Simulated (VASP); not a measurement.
Here is a VASP 6.6.1 calculation.

INCAR

```
SYSTEM = Cs
PREC     = Accurate       ! precision mode
ENCUT    = 520            ! plane-wave cutoff, eV
EDIFF    = 1E-6           ! SCF threshold, eV
ISMEAR   = 0              ! smearing method
SIGMA    = 0.15           ! smearing width, eV
LREAL    = .False.        ! projectors in reciprocal space
LASPH    = .True.         ! aspherical terms in the spheres
NELM     = 60             ! most SCF steps
ALGO     = Fast           ! electronic algorithm
ISIF     = 2              ! what is computed and relaxed
LWAVE    = .False.        ! write WAVECAR
LCHARG   = .False.        ! write CHGCAR
GGA      = PE             ! functional
NBANDS   = 10             ! bands
```

Contents of KPOINTS:

```
Automatic mesh
0
Gamma
  12 12 12
  0 0 0
```

Contents of POSCAR:

```
Cs
1.0
   -3.1736250000      3.1736250000      3.0980625000
    3.1736250000     -3.1736250000      3.0980625000
    3.1736250000      3.1736250000     -3.0980625000
Cs
1
Direct
    0.0000000000      0.0000000000      0.0000000000
```

Potentials or basis: VASP PAW PBE potentials, release 64 (Cs_sv).

Launch:

```sh
$ cat potpaw_PBE.64/Cs_sv/POTCAR > POTCAR
$ mpirun -np 1 vasp_std > vasp.out
```

Task: Predict the pressure.

Result: -0.1 GPa.

Caveat: the cell differs from its parent crystal (strain +0.050 along x and y, +0.025 along z).
